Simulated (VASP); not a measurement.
The system is CoO.

```xyz
2
Lattice="1.5055 0.8692 2.4399 -1.5055 0.8692 2.4399 0.0000 -1.7384 2.4399" Properties=species:S:1:pos:R:3 pbc="T T T"
Co    0.0000    0.0000    0.0000
O     0.0000    0.0000    3.6599
```

```yaml
Program: VASP 6.6.1
Task: relaxation of cell and atoms
Functional: PBEsol
Dispersion: D4
Potentials_or_basis: VASP PAW PBE potentials, release 64 (Co, O)
Cutoff: 600 eV
k_mesh: 11 × 11 × 11
Occupations: fermi-dirac, width 0.05 eV
Spin: collinear spin, ferromagnetic start
Starting_moments: "[2.0, 0.0] μB"
```

At the start: pressure -12.0 GPa; volume 9.58 Å³/atom.

Task: Where does the relaxation end?

Result: Over 19 steps the energy falls by 31.9 meV/atom and the volume is 8.94 Å³/atom (-6.6 %); space group Fm-3m (No. 225, to 0.1 Å) before, R-3m (No. 166, to 0.1 Å); moment 2.66 μB per cell.

Step by step:
```tsv
step	energy change (eV)	largest force (eV/Å)	pressure (GPa)	volume (Å³)
1	0.0000	0.0000	-12.04	19.16
2	-0.0392	0.0000	4.40	17.23
3	-0.0508	0.0000	-0.06	17.83
4	-0.0509	0.0000	0.00	17.81
5	-0.0508	0.0000	0.58	17.78
6	-0.0509	0.0000	-0.35	17.86
7	-0.0509	0.0000	-0.22	17.83
8	-0.0511	0.0000	-0.18	17.83
9	-0.0516	0.0000	-0.35	17.84
10	-0.0536	0.0000	-0.63	17.85
11	-0.0589	0.0000	-1.34	17.87
12	-0.0625	0.0000	5.03	17.88
13	-0.0634	0.0000	-1.64	17.88
14	-0.0638	0.0000	-0.92	17.89
15	-0.0639	0.0000	-0.42	17.89
16	-0.0612	0.0000	1.58	17.44
17	-0.0610	0.0000	0.86	17.78
18	-0.0634	0.0000	5.37	17.85
19	-0.0639	0.0000	-0.15	17.88
```

Final structure:
```
Co O
1.0
     1.52110    0.87821    2.23117
    -1.52110    0.87821    2.23117
     0.00000   -1.75642    2.23117
Co O
1 1
Direct
  0.00000 0.00000 0.00000
  0.50000 0.50000 0.50000
```

Caveat: the PAW data sets were made with another functional, which shifts forces and pressure a little; a cell with one magnetic atom can't hold antiferromagnetic order, which such compounds often take.
